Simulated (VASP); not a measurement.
## S: relaxation of cell and atoms with PBE

S:

```xyz
1
Lattice="-1.1808 1.1808 1.1808 1.1808 -1.1808 1.1808 1.1808 1.1808 -1.1808" Properties=species:S:1:pos:R:3 pbc="T T T"
S     0.0000    0.0000    0.0000
```

```yaml
Program: VASP 6.6.1
Task: relaxation of cell and atoms
Functional: PBE
Potentials_or_basis: VASP PAW PBE potentials, release 64 (S)
Cutoff: 600 eV
k_mesh: 22 × 22 × 22
Occupations: fermi-dirac, width 0.05 eV
Spin: no spin polarisation
Target_pressure: 390 GPa
Dipole_correction: no
Further_INCAR_settings: ALGO = Normal; EDIFF = 1e-06; IBRION = 2; EDIFFG = -0.005; NSW = 60; ISIF = 3
```

| Quantity | Value |
| --- | --- |
| Relaxed volume | 6.49 Å³/atom |
| Relaxed cell | a = 2.035 Å, b = 2.035 Å, c = 2.035 Å, α = 109.47°, β = 109.47°, γ = 109.47° |
| Space group after relaxing (to 0.05 Å) | Im-3m (No. 229) |
| Energy change on relaxing (the enthalpy is what falls) | +227.1 meV/atom |
| Ionic steps | 4 |
| Pressure after relaxing | 390.0 GPa |
| Band gap on the k mesh | zero (band 3 reaches 38.58 eV, above the bottom of band 4 at 15.85 eV) |

Step by step:
```csv
step,energy change (eV),largest force (eV/Å),pressure (GPa),volume (Å³)
1,0.0000,0.0000,373.97,6.59
2,1.6323,0.0000,493.39,5.98
3,0.2177,0.0000,389.31,6.49
4,0.2271,0.0000,389.99,6.49
```

Final structure:
```cif
data_structure
_symmetry_space_group_name_H-M 'P 1'
_symmetry_Int_Tables_number 1
_cell_length_a 2.0353
_cell_length_b 2.0353
_cell_length_c 2.0353
_cell_angle_alpha 109.471
_cell_angle_beta 109.471
_cell_angle_gamma 109.471
_cell_volume 6.49
loop_
_atom_site_label
_atom_site_type_symbol
_atom_site_fract_x
_atom_site_fract_y
_atom_site_fract_z
_atom_site_occupancy
S1 S 0.00000 0.00000 0.00000 1
```

Levels at points of the mesh, in eV from the Fermi level:
| k point | band 1 | band 2 | band 3 | band 4 | band 5 | band 6 |
| --- | --- | --- | --- | --- | --- | --- |
| (0.00, 0.00, 0.00) | -30.82 | 12.10 | 12.10 | 12.10 | 12.73 | 12.73 |
| (0.50, 0.00, 0.00) | -18.64 | -18.04 | 1.81 | 4.47 | 6.38 | 9.88 |
| (0.50, 0.50, 0.50) | -8.42 | -8.42 | -8.42 | -4.16 | -4.16 | -2.36 |

Run time: 6.9 s on 1 thread of Intel(R) Xeon(R) 6975P-C (Granite Rapids), on a shared host, peak memory 0.12 GiB.

Caveat: the cell is relaxed towards a set pressure, so the enthalpy falls and the energy may rise.
